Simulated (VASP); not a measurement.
Runs of VASP 6.6.1 on Si. The structure is that of space group Ia-3d (No. 230), or close to it. The cells are those of the table. The cell was built from a structure type or drawn by symmetry, and may not be a known phase.

```tsv
task	cell	k mesh	cutoff (eV)	smearing	gap on the mesh (eV)	pressure (GPa)
relaxation of cell and atoms	relaxed from a = 6.279 Å, angles 109.5°, 12 atoms	4 × 4 × 4	600	gaussian 0.1 eV	0.39	-0.3
single point	a = 6.733 Å, angles 109.5°, 12 atoms	4 × 4 × 4	520	gaussian 0.1 eV	0.38	(b)
single point	a = 6.279 Å, angles 109.5°, 12 atoms	4 × 4 × 4	520	gaussian 0.1 eV	none	28.6
single point	a = 6.735 Å, angles 109.5°, 12 atoms	8 × 8 × 8	520	gaussian 0.02 eV	0.35	(a)
```

Alike in all rows: level PBE; potentials or basis VASP PAW PBE potentials, release 64 (Si); no spin polarisation.

Q: Fill in the values left out.

A: (a) -0.1; (b) 0.0.

Caveats: the cell stands under pressure (at least some runs); semilocal functionals underestimate gaps, so a narrow gap can read as zero (at least some runs).

A k mesh can miss the band edges.

A gap of «none» marks levels without a gap at the run's occupations.
